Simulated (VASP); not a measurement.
Input of a VASP 6.6.1 run:

File INCAR:

```
SYSTEM = Eu
PREC = Accurate
ENCUT = 520
EDIFF = 1E-6
ISMEAR = -1
SIGMA = 0.05
LREAL = .FALSE.
LASPH = .TRUE.
NELM = 150
ALGO = Fast
ISIF = 2
LWAVE = .FALSE.
LCHARG = .TRUE.
ISPIN = 2
MAGMOM = 7
LORBIT = 11
LMAXMIX = 6
GGA = PS
LELF = .TRUE.
LVHAR = .TRUE.
NBANDS = 18
```

The input KPOINTS:

```
regular mesh
0
G
  8 8 8
  0 0 0
```

Contents of POSCAR:

```
Eu
1.0
   -2.3030000000      2.3030000000      2.3030000000
    2.3030000000     -2.3030000000      2.3030000000
    2.3030000000      2.3030000000     -2.3030000000
Eu
1
Direct
    0.0000000000      0.0000000000      0.0000000000
```

Potentials or basis: VASP PAW PBE potentials, release 64 (Eu).

Run with:

```sh
$ cat potpaw_PBE.64/Eu/POTCAR > POTCAR
$ mpirun -np 1 vasp_std > vasp.out
```

**Question.** Estimate the net moment.

**Answer.** 7.37 μB per cell.

**Question.** Predict the site moments.

**Answer.** Eu +6.71 μB.

**Question.** What does it give for the pressure?

**Answer.** -2.9 GPa.

Caveat: the PAW data sets were made with another functional, which shifts forces and pressure a little. The state reached can hang on the start; a lower one may exist.
